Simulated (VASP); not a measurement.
Ni: single point with BLYP

The system is Ni.

```
Ni
1.0
    -2.92389    2.92260    1.21200
     2.92260   -2.92389    1.21200
     1.50974    1.50974   -1.21436
Ni
2
Direct
  0.99998 0.00002 0.00000
  0.75002 0.24998 0.50000
```

```yaml
Program: VASP 6.6.1
Task: single point
Functional: BLYP
Potentials_or_basis: VASP PAW PBE potentials, release 64 (Ni)
Cutoff: 600 eV
k_mesh: 17 × 17 × 16
Occupations: fermi-dirac, width 0.05 eV
Spin: collinear spin, ferromagnetic start
Starting_moments: "[-0.645, -0.645] μB"
```

```yaml
Pressure: 16.3 GPa
Net_moment: -1.12 μB per cell
Site_moments: Ni -0.57 μB
Valence_electrons_inside_the_program's_atomic_spheres: Ni 9.40
```

Forces on the atoms (eV/Å):
```
Ni   0.002 -0.002  0.000
Ni  -0.002  0.002  0.000
```

Stress tensor (GPa, compression positive):
```
16.52  0.11  0.13
 0.11 16.52  0.13
 0.13  0.13 15.78
```

Levels at points of the mesh, in eV from the Fermi level:
Spin up:
```csv
k point,band 7,band 8,band 9,band 10,band 11,band 12
"(0.00, 0.00, 0.00)",-1.35,-1.19,-0.49,-0.46,-0.40,0.13
"(0.00, 0.00, 0.50)",-0.45,-0.45,0.29,0.29,2.63,2.63
```
Spin down:
| k point | band 6 | band 7 | band 8 | band 9 | band 10 | band 11 | band 12 | band 13 | band 14 | band 15 |
| --- | --- | --- | --- | --- | --- | --- | --- | --- | --- | --- |
| (0.00, 0.00, 0.00) | -2.11 | -1.96 | -1.76 | -0.98 | -0.95 | -0.49 | -0.39 | 5.40 | 23.01 | 24.82 |
| (0.00, 0.00, 0.50) | -2.79 | -0.97 | -0.97 | -0.42 | -0.42 | 2.26 | 2.26 | 11.05 | 11.05 | 11.49 |

Run time: 3 min on 4 MPI ranks on Intel(R) Xeon(R) 6975P-C (Granite Rapids), with other jobs on the host, peak memory 0.93 GiB a rank.

Caveat: the cell stands under pressure; the PAW data sets were made with another functional, which shifts forces and pressure a little.
